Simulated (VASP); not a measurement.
Runs of VASP 6.6.1 on AlN. The structure is that of space group P6_3/mmc (No. 194), or close to it. The cells are those of the table. 

```tsv
cell	gap on the mesh (eV)	pressure (GPa)
a = 3.568, b = 3.568, c = 3.609 Å, angles 90.0, 90.0, 120.0°, 4 atoms	3.16	5.7
a = 3.117, b = 3.117, c = 4.729 Å, angles 90.0, 90.0, 120.0°, 4 atoms	3.05	7.6
a = 3.035, b = 3.035, c = 4.988 Å, angles 90.0, 90.0, 120.0°, 4 atoms	3.16	(b)
a = 3.259, b = 3.259, c = 4.326 Å, angles 90.0, 90.0, 120.0°, 4 atoms	(c)	-6.1
a = 3.357, b = 3.357, c = 4.075 Å, angles 90.0, 90.0, 120.0°, 4 atoms	(a)	-8.8
```

Alike in all rows: task single point; level LDA; potentials or basis VASP PAW LDA potentials, release 64 (Al, N); no spin polarisation; k mesh 9 × 9 × 6; cutoff (eV) 600; smearing gaussian 0.05 eV.

**Question.** Fill in the values left out.

**Answer.** (a) 3.40; (b) 20.9; (c) 3.17.

A k mesh can miss the band edges.
